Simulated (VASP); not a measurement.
# K (I4/mmm) in VASP: further runs

Runs on K. Level: PBEsol. Tasks: single point.

All numbers are computed with VASP 6.6.1; they aren't measurements. Logs are shortened: lines on timing, memory, paths and dates and some standing lists are left out, and cuts for length are marked.

## (1) The cell of the first run

Symmetry: I4/mmm, No. 139, tetragonal system. Conventional cell: a = 5.105 Å, b = 5.105 Å, c = 4.974 Å, α = 90.00°, β = 90.00°, γ = 90.00°. Within 5.7 Å of K (site symmetry 4/mmm) lie 14 K at 4.38 to 5.11 Å.

## (2) Single point, PBEsol (strain -0.025 along x and y, -0.050 along z)

INCAR

```
SYSTEM = K
ALGO = Fast
EDIFF = 1E-6
ENCUT = 520
GGA = PS
ISIF = 2
ISMEAR = 0
LASPH = .True.
LCHARG = .False.
LREAL = .False.
LWAVE = .False.
NBANDS = 10
NELM = 80
PREC = Accurate
SIGMA = 0.15
```

KPOINTS

```
k-points
0
Gamma
  14 14 14
  0 0 0
```

POSCAR

```
K
1.0
   -2.5525500000      2.5525500000      2.4871000000
    2.5525500000     -2.5525500000      2.4871000000
    2.5525500000      2.5525500000     -2.4871000000
K
1
Direct
    0.0000000000      0.0000000000      0.0000000000
```

Potentials or basis: VASP PAW PBE potentials, release 64 (K_sv).

The run is started by

```bash
> cat potpaw_PBE.64/K_sv/POTCAR > POTCAR
> mpirun -np 1 vasp_std > vasp.out
```

OUTCAR:

```text
SYSTEM = K
   EDIFF = 1E-6
   ENCUT = 520
   GGA = PS
   ISIF = 2
   ISMEAR = 0
   LASPH = .True.
   LREAL = .False.
   NELM = 80
   PREC = Accurate

 ion  position               nearest neighbor table
   1  0.000  0.000  0.000-

  LATTYP: Found a body centered tetragonal cell.
 ALAT       =     5.1051000000
 C/A-ratio  =     0.9743589744

  Lattice vectors:

 A1 = (  -2.5525500000,   2.5525500000,   2.4871000000)
 A2 = (   2.5525500000,  -2.5525500000,   2.4871000000)
 A3 = (   2.5525500000,   2.5525500000,  -2.4871000000)

Analysis of symmetry for initial positions (statically):
=====================================================================
 Subroutine PRICEL returns:
 Original cell was already a primitive cell.

 Routine SETGRP: Setting up the symmetry group for a
 body centered tetragonal supercell.

 Subroutine GETGRP returns: Found 16 space group operations
 (whereof 16 operations were pure point group operations)
 out of a pool of 16 trial point group operations.

The static configuration has the point symmetry D_4h.

Analysis of symmetry for dynamics (positions and initial velocities):
=====================================================================
 Subroutine PRICEL returns:
 Original cell was already a primitive cell.

 Routine SETGRP: Setting up the symmetry group for a
 body centered tetragonal supercell.

 Subroutine GETGRP returns: Found 16 space group operations
 (whereof 16 operations were pure point group operations)
 out of a pool of 16 trial point group operations.

The dynamic configuration has the point symmetry D_4h.

 Subroutine INISYM returns: Found 16 space group operations
 (whereof 16 operations are pure point group operations),
 and found     1 'primitive' translations

----------------------------------------------------------------------------------------

                                     Primitive cell

  volume of cell :      64.8189

  direct lattice vectors                    reciprocal lattice vectors
    -2.552550000  2.552550000  2.487100000     0.000000000  0.195882549  0.201037353
     2.552550000 -2.552550000  2.487100000     0.195882549  0.000000000  0.201037353
     2.552550000  2.552550000 -2.487100000     0.195882549  0.195882549  0.000000000

  length of vectors
     4.383684457  4.383684457  4.383684457     0.280688422  0.280688422  0.277019757

  position of ions in fractional coordinates (direct lattice)
     0.000000000  0.000000000  0.000000000

  ion indices of the primitive-cell ions
   primitive index   ion index
                 1           1

----------------------------------------------------------------------------------------

 KPOINTS: k-points

Automatic generation of k-mesh.
 Grid dimensions read from file:
 generate k-points for:   14   14   14

 Generating k-lattice:

  Cartesian coordinates                     Fractional coordinates (reciprocal lattice)
     0.000000000  0.013991611  0.014359811     0.071428571  0.000000000  0.000000000
     0.013991611  0.000000000  0.014359811     0.000000000  0.071428571  0.000000000
     0.013991611  0.013991611  0.000000000     0.000000000  0.000000000  0.071428571

  Length of vectors
     0.020049173  0.020049173  0.019787126

  Shift w.r.t. Gamma in fractional coordinates (k-lattice)
     0.000000000  0.000000000  0.000000000

 Subroutine IBZKPT returns following result:
 ===========================================

 Found    244 irreducible k-points:

 Following reciprocal coordinates:
            Coordinates               Weight
  0.000000  0.000000  0.000000      1.000000
  0.071429 -0.000000  0.000000      8.000000
  0.142857 -0.000000  0.000000      8.000000
  0.214286  0.000000  0.000000      8.000000
  0.285714  0.000000  0.000000      8.000000
  0.357143  0.000000 -0.000000      8.000000
[... 16 lines left out ...]
  0.214286  0.142857  0.000000     16.000000
  0.285714  0.142857  0.000000     16.000000
 [... further k-points ...]
   k-points           NKPTS =    244   k-points in BZ     NKDIM =    244   number of bands    NBANDS=     10
   number of dos      NEDOS =    301   number of ions     NIONS =      1
   total plane-waves  NPLWV =  46656
   dimension x,y,z NGX =    36 NGY =   36 NGZ =   36
   dimension x,y,z NGXF=    72 NGYF=   72 NGZF=   72
   ions per type =               1
   NGX,Y,Z   is equivalent  to a cutoff of  13.65, 13.65, 13.65 a.u.
   NGXF,Y,Z  is equivalent  to a cutoff of  27.31, 27.31, 27.31 a.u.
 SYSTEM =  K
   PREC   = accura    normal or accurate (medium, high low for compatibility)
   ISTART =      0    job   : 0-new  1-cont  2-samecut
   ICHARG =      2    charge: 1-file 2-atom 10-const
   ISPIN  =      1    spin polarized calculation?
   LNONCOLLINEAR =      F non collinear calculations
   LSORBIT =      F    spin-orbit coupling
   LASPH  =      T    aspherical Exc in radial PAW
   ENCUT  =  520.0 eV  38.22 Ry    6.18 a.u.   8.15  8.15  8.15*2*pi/ulx,y,z
   NELM   =     80;   NELMIN=  2; NELMDL= -5     # of ELM steps
   EDIFF  = 0.1E-05   stopping-criterion for ELM
   LREAL  =      F    real-space projection
   EDIFFG = 0.1E-04   stopping-criterion for IOM
   NSW    =      0    number of steps for IOM
   IBRION =     -1    ionic relax: 0-MD 1-quasi-New 2-CG
   NFREE  =      0    steps in history (QN), initial steepest desc. (CG)
   ISIF   =      2    stress and relaxation
   ISYM   =      2    0-nonsym 1-usesym 2-fastsym
   POTIM  = 0.5000    time-step for ionic-motion
   TEBEG  =    0.0;   TEEND  =   0.0 temperature during run
   PSTRESS=    0.0 pullay stress
   NELECT =       9.0000    total number of electrons
   NUPDOWN=      -1.0000    fix difference up-down
   EMIN   =  10.00;   EMAX   =-10.00  energy-range for DOS
   EFERMI =   0.00;   METHOD = LEGACY
   ISMEAR =     0;   SIGMA  =   0.15  broadening in eV -4-tet -1-fermi 0-gaus
   EFERMI_NEDOS =   21; number of points for ismear=-14 and -15
   IALGO  =     68    algorithm
   IMIX   =      4    mixing-type and parameters
     AMIX     =   0.40;   BMIX     =  1.00
     AMIX_MAG =   1.60;   BMIX_MAG =  1.00
  volume/ion in A,a.u.               =      64.82       437.42
  Fermi-wavevector in a.u.,A,eV,Ry     =   0.847725  1.601968  9.777663  0.718638
  Thomas-Fermi vector in A             =   1.963276
   LORBIT       =      0    0 simple, 1 ext, 2 COOP (PROOUT), +10 PAW based schemes
   GGA     = PS    functional components
   LHFCALC =     F    Hartree Fock is set to
   AEXX    =    0.0000 exact exchange contribution
   IVDW    =     0    specifies the selected vdW correction
   LEPSILON=     F    determine dielectric tensor
   LRPA    =     F    only Hartree local field effects (RPA)
 non-spin polarized calculation
 RMM-DIIS sequential band-by-band and
 Gauss-broadening in eV      SIGMA  =   0.15
  energy-cutoff  :      520.00
  volume of cell :       64.82
 maximum number of plane-waves:      1770
 NGX is ok and might be reduce to    36
   NGX = 17   NGY = 17   NGZ = 17

 number of electron       9.0000001 magnetization

 Free energy of the ion-electron system (eV)
  ---------------------------------------------------
  ext. energy  EPLUGINS =         0.00000000
  ---------------------------------------------------
  free energy    TOTEN  =        -1.13046228 eV

  energy without entropy =       -1.12211673  energy(sigma->0) =       -1.12628950

 E-fermi :   0.1199     XC(G=0):  -6.0214

 val. band max:        0.1142656463   @ k =  -0.0714  -0.4286   0.0714
 cond. band min:       0.1351955565   @ k =   0.2857   0.2143   0.0000
 fundamental gap:      0.0209299102
 Fermi energy:         0.1198726405

 k-point     1 :       0.0000    0.0000    0.0000
  band No.  band energies     occupation
      1     -31.8006      2.00000
      2     -15.2989      2.00000
      3     -15.2987      2.00000
      4     -15.2987      2.00000
      5      -2.2234      2.00000
      6       4.4405      0.00000
      7       4.5828      0.00000
      8       4.5828      0.00000
      9       5.4431      0.00000
     10       5.6320      0.00000

 k-point     2 :       0.0714   -0.0000    0.0000
  band No.  band energies     occupation
      1     -31.8002      2.00000
      2     -15.3042      2.00000
      3     -15.3005      2.00000
      4     -15.2989      2.00000
      5      -2.1521      2.00000
      6       4.3928      0.00000
      7       4.4875      0.00000
      8       4.5953      0.00000
      9       5.3847      0.00000
     10       5.5375      0.00000

 k-point     3 :       0.1429   -0.0000    0.0000
  band No.  band energies     occupation
      1     -31.7991      2.00000
      2     -15.3193      2.00000
      3     -15.3055      2.00000
      4     -15.2990      2.00000
      5      -1.9411      2.00000
      6       4.1082      0.00000
      7       4.1797      0.00000
      8       4.7512      0.00000
      9       5.3016      0.00000
     10       5.4676      0.00000

 k-point     4 :       0.2143    0.0000    0.0000
  band No.  band energies     occupation
      1     -31.7976      2.00000
      2     -15.3410      2.00000
      3     -15.3127      2.00000
      4     -15.2992      2.00000
      5      -1.5990      2.00000
      6       3.5020      0.00000
      7       3.9030      0.00000
      8       5.0356      0.00000
      9       5.3533      0.00000
     10       5.4574      0.00000
[... 222 lines left out ...]
 k-point    22 :       0.1429    0.1429    0.0000
  band No.  band energies     occupation
      1     -31.7967      2.00000
      2     -15.3509      2.00000
      3     -15.3131      2.00000
      4     -15.3044      2.00000
      5      -1.3917      2.00000
      6       3.3587      0.00000
      7       3.6112      0.00000
      8       5.1264      0.00000
      9       5.1423      0.00000
     10       5.7857      0.00000

 k-point    23 :       0.2143    0.1429    0.0000
  band No.  band energies     occupation
      1     -31.7952      2.00000
      2     -15.3693      2.00000
      3     -15.3220      2.00000
      4     -15.3059      2.00000
      5      -0.9376      2.00000
      6       2.8043      0.00000
      7       3.3219      0.00000
      8       5.1679      0.00000
      9       5.4114      0.00000
     10       5.9542      0.00000

 k-point    24 :       0.2857    0.1429    0.0000
  band No.  band energies     occupation
      1     -31.7938      2.00000
      2     -15.3849      2.00000
      3     -15.3314      2.00000
      4     -15.3065      2.00000
      5      -0.3878      2.00000
      6       2.1886      0.00000
      7       3.1127      0.00000
      8       5.1696      0.00000
      9       5.6852      0.00000
     10       6.0810      0.00000

 [... further k-points ...]

------------------------ aborting loop because EDIFF is reached ----------------------------------------

  FORCE on cell =-STRESS in cart. coord.  units (eV):
  Direction    XX          YY          ZZ          XY          YZ          ZX
  --------------------------------------------------------------------------------------
  -------------------------------------------------------------------------------------
  Total        0.1532989      0.1532989      0.1665359      0.0000000     -0.0000000      0.0000000
  in kB        3.7892035      3.7892035      4.1163920      0.0000000     -0.0000000      0.0000000
  external PRESSURE =       3.8982663 kB  Pullay stress =       0.0000000 kB

 VOLUME and BASIS-vectors are now :
 -----------------------------------------------------------------------------
  energy-cutoff  :      520.00
  volume of cell :       64.82
      direct lattice vectors                 reciprocal lattice vectors
    -2.552550000  2.552550000  2.487100000     0.000000000  0.195882549  0.201037353
     2.552550000 -2.552550000  2.487100000     0.195882549  0.000000000  0.201037353
     2.552550000  2.552550000 -2.487100000     0.195882549  0.195882549  0.000000000

 POSITION                                       TOTAL-FORCE (eV/Angst)
 -----------------------------------------------------------------------------------
      0.00000      0.00000      0.00000         0.000000      0.000000     -0.000000
 -----------------------------------------------------------------------------------
    total drift:                               -0.000000      0.000000      0.000000

  FREE ENERGIE OF THE ION-ELECTRON SYSTEM (eV)
  ---------------------------------------------------
  free  energy   TOTEN  =        -1.1304622753 eV

  energy  without entropy=       -1.1221167251  energy(sigma->0) =       -1.12628950
```

Wall time 3.5 min (1 thread of Intel Xeon 8259CL, shared host); peak memory 0.31 GiB.

What came out:

* Free energy: -1.1305 eV
* Pressure: 0.4 GPa
* Band gap on the k mesh: zero (an odd number of electrons rules out a gap without spin polarisation)

Levels at points of the mesh, in eV from the Fermi level:
```tsv
k point	band 1	band 2	band 3	band 4	band 5	band 6	band 7	band 8	band 9	band 10
(0.00, 0.00, 0.00)	-31.92	-15.42	-15.42	-15.42	-2.34	4.32	4.46	4.46	5.32	5.51
(0.50, 0.00, 0.00)	-31.91	-15.53	-15.45	-15.42	0.45	0.79	3.15	5.18	6.03	6.33
(0.50, 0.50, 0.00)	-31.91	-15.53	-15.45	-15.42	0.40	0.71	3.30	5.06	5.93	6.50
(0.50, 0.50, 0.50)	-31.91	-15.50	-15.50	-15.49	1.56	1.64	3.72	3.72	4.04	6.43
```

Caveat: the cell differs from its parent crystal (strain -0.025 along x and y, -0.050 along z); the PAW data sets were made with another functional, which shifts forces and pressure a little.

(Part 1 of 2 ends here.)

The gap in the log of VASP goes by the Fermi energy; the results here count the filled bands.